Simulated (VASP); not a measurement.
# H4C in VASP: a series of runs, part 2 of 2

VASP 6.6.1.

## Step 4: Single point, PBE

INCAR reads:

```
PREC     = Accurate       # precision mode
ENCUT    = 520            # plane-wave cutoff, eV
EDIFF    = 1E-6           # SCF threshold, eV
ISMEAR   = -1             # smearing method
SIGMA    = 0.05           # smearing width, eV
LREAL    = Auto         
LASPH    = True           # aspherical terms in the spheres
NELM     = 80             # most SCF steps
ALGO     = Normal         # electronic algorithm
ISIF     = 2              # what is computed and relaxed
LWAVE    = False          # write WAVECAR
LCHARG   = False          # write CHGCAR
GGA      = PE             # functional
NBANDS   = 58             # bands
```

KPOINTS reads:

```
regular mesh
0
Gamma
  1 1 1
```

POSCAR reads:

```
H4C
1.0
    8.6854290000      0.0000000000      0.0000000000
    0.0000000000      8.6854290000      0.0000000000
    0.0000000000      0.0000000000      8.6854290000
C H
8 32
Direct
    0.0383976428      0.8901690406      0.6831441487
    0.1462679621      0.2564064481     -0.0262854028
    0.2795256285      0.3705746717      0.5011957383
    0.6406592006      0.3964916413      0.0987055447
    0.9225566175      0.3462235429      0.6222835970
    0.6350405950      0.7486561689      0.7402628011
    0.1381278921      0.7438089702      0.2036399123
    0.4909486912      1.0216305953      0.0644182343
    0.1174726084      0.8827543234      0.7819187745
   -0.0484835004      0.9740221237      0.7249728252
   -0.0115595902      0.7710845371      0.6493404068
    0.1040823660      0.9315717163      0.5865110405
    0.1762492100      0.3294137803      0.0817115654
    0.0239826956      0.2465393477     -0.0252606981
    0.1980328203      0.1483173715     -0.0283232987
    0.1810158140      0.3478699786     -0.1070989124
    0.3968255339      0.3828250740      0.4509852075
    0.2578456401      0.2449159391      0.5300371461
    0.1743264495      0.3929569858      0.4429833000
    0.2652143032      0.4415901621      0.6088012463
    0.6713197471      0.5177522031      0.0755633372
    0.7492663863      0.3403170989      0.1382545410
    0.5891821809      0.3323036778      0.0014276785
    0.5599493128      0.3804072315      0.1972959539
    0.9710746585      0.4134510800      0.5195252877
    0.8354221766      0.3985640778      0.6927464377
    1.0237605995      0.3295058885      0.6953139563
    0.8755698769      0.2404256600      0.5759070738
    0.5669150021      0.6452531015      0.7778544963
    0.6976742312      0.7145300480      0.6353860011
    0.7294631042      0.7832313176      0.8332115777
    0.5469735577      0.8470738751      0.7324566236
    0.1441494715      0.6463123468      0.1096203768
    0.0699562451      0.8394173736      0.1560890084
    0.2493831911      0.7683443155      0.2434422065
    0.0549656212      0.7041448384      0.3003075611
    0.4224661787      0.9794565127      0.1587946894
    0.5322822857      0.9116763259     -0.0041218459
    0.5972992238      1.0577370444      0.1149166034
    0.4319763595      1.1041250812     -0.0041448730
```

Potentials or basis: VASP PAW PBE potentials, release 64 (C, H).

The run is started by

```
> cat potpaw_PBE.64/C/POTCAR potpaw_PBE.64/H/POTCAR > POTCAR
> mpirun -np 1 vasp_gam > vasp.out
```

OUTCAR:

```text
PREC = Accurate
   ENCUT = 520
   EDIFF = 1E-6
   ISMEAR = -1
   LREAL = Auto
   LASPH = True
   NELM = 80
   ISIF = 2
   GGA = PE

 ion  position               nearest neighbor table
   1  0.038  0.890  0.683-  12 1.08   9 1.10  10 1.11  11 1.16
   2  0.146  0.256  0.974-  15 1.04  14 1.07  16 1.10  13 1.16
   3  0.280  0.371  0.501-  19 1.06  17 1.11  20 1.13  18 1.14
   4  0.641  0.396  0.099-  21 1.10  23 1.11  24 1.12  22 1.12
[... 332 lines left out ...]
  -------------------------------------------------------------------------------------
  Total       -1.2095024     -6.2964953     -3.3972468     -1.8813448     -5.1692812      1.9263258
  in kB       -2.9576277    -15.3969834     -8.3073758     -4.6005012    -12.6405774      4.7104944
  external PRESSURE =      -8.8873290 kB  Pullay stress =       0.0000000 kB

 VOLUME and BASIS-vectors are now :
 -----------------------------------------------------------------------------
  energy-cutoff  :      520.00
  volume of cell :      655.20
      direct lattice vectors                 reciprocal lattice vectors
     8.685429000  0.000000000  0.000000000     0.115135361  0.000000000  0.000000000
     0.000000000  8.685429000  0.000000000     0.000000000  0.115135361  0.000000000
     0.000000000  0.000000000  8.685429000     0.000000000  0.000000000  0.115135361

 POSITION                                       TOTAL-FORCE (eV/Angst)
 -----------------------------------------------------------------------------------
      0.33350      7.73150      5.93340        -0.641635     -1.186213      0.613690
      1.27040      2.22700      8.45713         0.080783      3.963027      1.886360
      2.42780      3.21860      4.35310         0.400612     -1.241848      2.026270
      5.56440      3.44370      0.85730         0.311972     -0.609154      0.813461
      8.01280      3.00710      5.40480         1.297091      0.475324     -1.230791
      5.51560      6.50240      6.42950         0.160713      0.528908      1.771314
[... 32 lines left out ...]
      5.18780      0.50147      0.99810         0.683478      0.911892      0.247120
      3.75190      0.90437      8.64943        -0.224278      0.613640     -0.568352
 -----------------------------------------------------------------------------------
    total drift:                                0.008955     -0.020231      0.022274

  FREE ENERGIE OF THE ION-ELECTRON SYSTEM (eV)
  ---------------------------------------------------
  free  energy   TOTEN  =      -190.5991818250 eV

  energy  without entropy=     -190.5991818249  energy(sigma->0) =     -190.59918182
```

stdout:

```text
POSCAR found type information on POSCAR C H
 POSCAR found :  2 types and      40 ions
 scaLAPACK will be used
 LDA part: xc-table for (Slater+PW92), standard interpolation
 POSCAR, INCAR and KPOINTS ok, starting setup
 FFT: planning ... GRIDC
 FFT: planning ... GRID_SOFT
 FFT: planning ... GRID
 WAVECAR not read
 entering main loop
```

Run time: 2.5 min. Hardware: 1 thread of AMD EPYC 7R13, shared host; peak memory 0.59 GiB.

What came out:

- Free energy: -190.5992 eV
- Pressure: -0.9 GPa
- Largest force: 4.390 eV/Å
- Band gap on the k mesh: 6.61 eV

Forces on the atoms (eV/Å):
```
C   -0.642 -1.186  0.614
C    0.081  3.963  1.886
C    0.401 -1.242  2.026
C    0.312 -0.609  0.813
C    1.297  0.475 -1.231
C    0.161  0.529  1.771
C   -3.320 -2.364 -0.872
C    1.301 -3.236 -0.654
H    0.082 -0.484 -0.138
H   -0.016 -0.395 -0.671
H    0.509  1.613  0.719
H    0.152  0.459 -0.529
H   -0.281 -1.535 -0.656
H   -1.060 -0.108 -0.163
H    1.122 -1.398 -0.243
H    0.070 -0.893 -0.711
H   -0.957  0.226 -0.203
H    0.640  0.887  0.187
H   -0.262  0.759 -1.628
H    0.541 -0.609 -0.525
H   -0.510 -0.283 -0.061
H   -0.395  0.034 -0.417
H    0.418  0.467  0.066
H    0.235  0.519 -0.404
H   -1.180 -0.223  1.180
H   -0.522  0.808 -0.001
H   -0.122 -0.488  0.036
H    0.086 -0.553  0.017
H    0.586  0.573  0.060
H   -0.348  0.509 -0.067
H   -1.699 -0.702 -1.422
H    1.252 -0.981 -0.392
H   -0.117  1.432  1.466
H    0.671  0.235 -0.229
H    1.346  0.591  0.591
H    1.403  0.086 -0.951
H   -0.655 -0.122  0.362
H   -1.042  1.721  0.696
H    0.683  0.912  0.247
H   -0.224  0.614 -0.568
```

Caveat: the k points lie up to 0.72 Å⁻¹ apart.

## Step 5: Single point, PBE

INCAR reads:

```
SYSTEM = H4C
PREC = Accurate
ENCUT = 520
EDIFF = 1E-6
ISMEAR = -1
SIGMA = 0.05
LREAL = Auto
LASPH = .TRUE.
NELM = 100
ALGO = Normal
ISIF = 2
LWAVE = .FALSE.
LCHARG = .FALSE.
GGA = PE
NBANDS = 58
```

KPOINTS reads:

```
Automatic mesh
0
G
  1 1 1
  0 0 0
```

POSCAR reads:

```
H4C
1.0
    8.6854290000      0.0000000000      0.0000000000
    0.0000000000      8.6854290000      0.0000000000
    0.0000000000      0.0000000000      8.6854290000
C H
8 32
Direct
    0.0413566215      1.0006299056      0.7338037073
    0.1654840538      0.3078374137     -0.0161534911
    0.2879995910      0.3168064583      0.4902118249
    0.6814746859      0.4286489476      0.0915095846
    0.8795650739      0.3305190797      0.6642849766
    0.5968962500      0.7130793424      0.7356458731
    0.1682242754      0.6978239071      0.1731520688
    0.4637422055      0.9709710367      0.0262278351
    0.0476545258      0.8761800943      0.7194463279
   -0.0749531198      1.0291834750      0.7629905213
    0.0762656629      1.0600282381      0.6258297662
    0.1195220179      1.0507828686      0.8169199242
    0.1974456299      0.2918335985      0.1067074522
    0.0712342476      0.2471035109     -0.0513273438
    0.2468962673      0.2586170470     -0.0881936862
    0.1628129134      0.4316309534     -0.0420819743
    0.3923237413      0.2732507513      0.5451313919
    0.2747014569      0.2315026696      0.3947646109
    0.3132948298      0.4210615273      0.4304105186
    0.2146007986      0.3549968574      0.5849221725
    0.8058669295      0.4341869584      0.0860061144
    0.6436066658      0.3354238461      0.0155547872
    0.6502154355      0.5449702024      0.0459620360
    0.6293298811      0.4466215774      0.2048258065
    0.9002088440      0.4519408310      0.6374814646
    0.7949520974      0.3072962775      0.7553915875
    0.9919947535      0.2809533070      0.7036037022
    0.8167472211      0.2896114861      0.5608243415
    0.6391854680      0.5998782559      0.7778314692
    0.6667719004      0.7460425962      0.6363185975
    0.6061991872      0.8087913677      0.8162406255
    0.4707654625      0.6978929884      0.7073686285
    0.0799039403      0.5957564100      0.1789894316
    0.1227803486      0.8047040624      0.2340126204
    0.2045494817      0.7193657331      0.0526398869
    0.2907513262      0.6645958421      0.2236619515
    0.5311424456      1.0497696775      0.0916016929
    0.3943270966      1.0406164163     -0.0644988290
    0.3974012107      0.8802558860      0.0886196871
    0.5561843865      0.9142323310     -0.0461577661
```

The run is started by

```
> cat potpaw_PBE.64/C/POTCAR potpaw_PBE.64/H/POTCAR > POTCAR
> mpirun -np 1 vasp_gam > vasp.out
```

Run time: 2.3 min. Hardware: 1 thread of AMD EPYC 7R13, shared host; peak memory 0.59 GiB.

The run converged. Its results:

* Free energy: -190.2479 eV
* Pressure: -0.2 GPa
* Largest force: 3.165 eV/Å
* Band gap on the k mesh: 6.52 eV

Forces on the atoms (eV/Å):
```
C    0.662  0.238 -1.111
C    1.391  2.102  1.914
C    1.279 -0.517 -0.286
C   -0.253  1.946 -0.590
C   -0.135  0.063 -0.015
C   -0.741 -0.682 -0.412
C    0.945 -0.982  0.790
C   -0.069 -0.393 -2.666
H    0.403 -0.159  0.165
H   -0.757  0.308  0.131
H   -0.457 -0.479  0.134
H    0.218 -0.466  0.609
H   -0.267 -0.109 -0.553
H   -2.975 -0.973 -0.181
H    2.231 -0.709 -1.061
H   -0.350 -0.161  0.012
H    0.469  0.282  0.181
H   -1.335  0.176  0.947
H    0.630  1.013 -0.478
H   -0.945 -0.939 -0.414
H    0.522 -0.286  0.606
H   -0.457  0.083  0.390
H   -0.081 -0.635 -0.639
H    0.268 -1.130  0.314
H   -0.265  0.283  0.560
H    0.126  0.634  0.283
H   -0.953 -0.026 -0.957
H    1.006 -0.596  0.037
H   -0.045  0.658  0.160
H   -0.215 -0.108 -0.382
H    0.165 -0.405  0.237
H    0.989  0.232 -0.080
H    1.484  1.560  0.020
H    0.451 -1.046 -0.725
H   -0.784  0.190  0.176
H   -2.193  0.259 -0.195
H    0.066  0.705  1.165
H    0.535 -1.019  1.433
H    0.355  0.881 -0.259
H   -0.917  0.209  0.742
```

Stress tensor (GPa, compression positive):
```
-0.15  0.05 -0.09
 0.05 -0.37  0.35
-0.09  0.35  0.00
```

Levels at points of the mesh, in eV from the valence-band top:
```
           k point  band 30  band 31  band 32  band 33  band 34  band 35
(0.00, 0.00, 0.00)    -0.19    -0.06     0.00     6.52     8.22     8.31
```

Caveat: the k points lie up to 0.72 Å⁻¹ apart.

## Step 6: Single point, PBE

INCAR reads:

```
  ALGO = Normal
  EDIFF = 1E-6
  ENCUT = 520
  GGA = PE
  GGA_COMPAT = F
  ISIF = 2
  ISMEAR = -1
  LASPH = T
  LCHARG = T
  LELF = T
  LREAL = Auto
  LVHAR = T
  LWAVE = F
  NBANDS = 58
  NELM = 120
  PREC = Accurate
  SIGMA = 0.05
```

KPOINTS reads:

```
k-points
0
Gamma
  1 1 1
```

POSCAR reads:

```
H4C
1.0
    8.6854290000      0.0000000000      0.0000000000
    0.0000000000      8.6854290000      0.0000000000
    0.0000000000      0.0000000000      8.6854290000
C H
8 32
Direct
    0.1391410833      0.6798627909      0.6486726217
    0.1018602535      0.1806934349      0.0467564699
    0.4316654940      0.4648820456      0.5071942906
    0.5994292280      0.4672423204      0.0995920869
    0.8882923342      0.3593029199      0.5007467104
    0.6934372499      0.7642915508      0.7321572717
    0.0877907125      0.7363366853      0.1944060564
    0.5435885781      0.9144510881      0.1406608701
    0.1307937697      0.5555856826      0.6229744092
    0.0704973813      0.7063784644      0.7463074075
    0.1143869808      0.7363481988      0.5358399683
    0.2552896351      0.7125612333      0.6648951940
    0.0936280753      0.2753577284      0.1341672357
    0.1150202253      0.2484966488     -0.0548504858
   -0.0135514319      0.1208575880      0.0504062609
    0.1969735749      0.1048307458      0.0626336362
    0.4604032800      0.3481923576      0.4749218490
    0.4726767095      0.5440376060      0.4292015973
    0.4490854741      0.4883351185      0.6302739911
    0.2983617735      0.4704315699      0.5009194134
    0.6151106641      0.3455097037      0.0716026808
    0.5452350137      0.5404108421      0.0086351520
    0.6982383944      0.5301753086      0.1467975848
    0.5226454560      0.4831425137      0.1990920656
    0.9851557131      0.3844024285      0.4242853174
    0.8814878344      0.4615661472      0.5826079518
    0.8884995779      0.2464932935      0.5614345590
    0.7839451569      0.3527632314      0.4357758264
    0.6996315323      0.8821786466      0.7541135849
    0.6428237454      0.7361179281      0.6238379244
    0.6134296878      0.7322378664      0.8221010154
    0.8054639558      0.7043175415      0.7345520872
    0.2117109011      0.7586729452      0.2357857050
    0.0100167764      0.7095101462      0.2941823599
    0.0746422543      0.6220878669      0.1354682653
    0.0476660393      0.8123029962      0.0975772181
    0.5444060391      1.0419519865      0.1963748711
    0.4306638164      0.8615809305      0.1727836357
    0.6305272889      0.8320026564      0.1761916423
    0.5551021141      0.9268281394      0.0141616494
```

Potentials or basis: VASP PAW PBE potentials, release 64 (C, H).

The run is started by

```
> cat potpaw_PBE.64/C/POTCAR potpaw_PBE.64/H/POTCAR > POTCAR
> mpirun -np 1 vasp_gam > vasp.out
```

It took 69 s on 1 thread of Intel Xeon 6975P-C (Granite Rapids), shared host; peak memory 0.62 GiB.

Results (log left out):

```yaml
Free_energy: -190.6697 eV
Pressure: -0.1 GPa
Largest_force: 4.320 eV/Å
Band_gap_on_the_k_mesh: 6.64 eV
```

Forces on the atoms (eV/Å):
```
C   -0.139 -0.758 -2.154
C   -2.019  1.059  1.119
C   -3.659 -1.461  1.771
C   -0.857  1.441  0.586
C    0.044  0.701  1.261
C    0.234 -1.507  0.311
C    0.217 -1.365 -0.345
C   -1.077  1.969  0.428
H    0.140  0.266  0.358
H   -0.795  0.603  0.565
H   -0.669  0.060  0.824
H    1.381  0.051  0.651
H    0.336 -0.838  0.077
H    0.025  0.074 -1.278
H    0.997  0.279 -0.247
H    0.661 -0.551  0.310
H    0.411 -0.409  0.018
H    1.167  1.783 -1.298
H    0.632  0.046 -0.287
H    1.614 -0.135 -0.259
H    0.178  0.237 -0.084
H    0.485 -0.720  0.118
H    0.625 -0.411 -0.585
H   -0.391 -0.609 -0.139
H    0.133 -0.525 -0.010
H   -0.122 -1.186 -0.536
H    0.697  0.579 -0.050
H   -0.800  0.349 -0.701
H    0.678  2.101 -0.309
H   -0.533  0.126 -0.920
H   -0.082 -0.953  0.395
H   -0.311  0.278  0.480
H   -1.574 -0.291 -0.678
H    0.252  1.202 -0.542
H    0.914  0.247  0.196
H    0.110  0.159  1.344
H    0.413 -2.606 -0.843
H    0.452  0.380 -0.427
H    0.539  0.314  0.500
H   -0.308  0.024  0.377
```

Stress tensor (GPa, compression positive):
```
 0.17 -0.30  0.10
-0.30 -0.65 -0.60
 0.10 -0.60  0.06
```

Levels at points of the mesh, in eV from the valence-band top:
```tsv
k point	band 28	band 29	band 30	band 31	band 32	band 33	band 34	band 35	band 36	band 37
(0.00, 0.00, 0.00)	-0.50	-0.46	-0.39	-0.09	0.00	6.64	8.41	8.46	8.58	8.73
```

Caveat: the k points lie up to 0.72 Å⁻¹ apart.
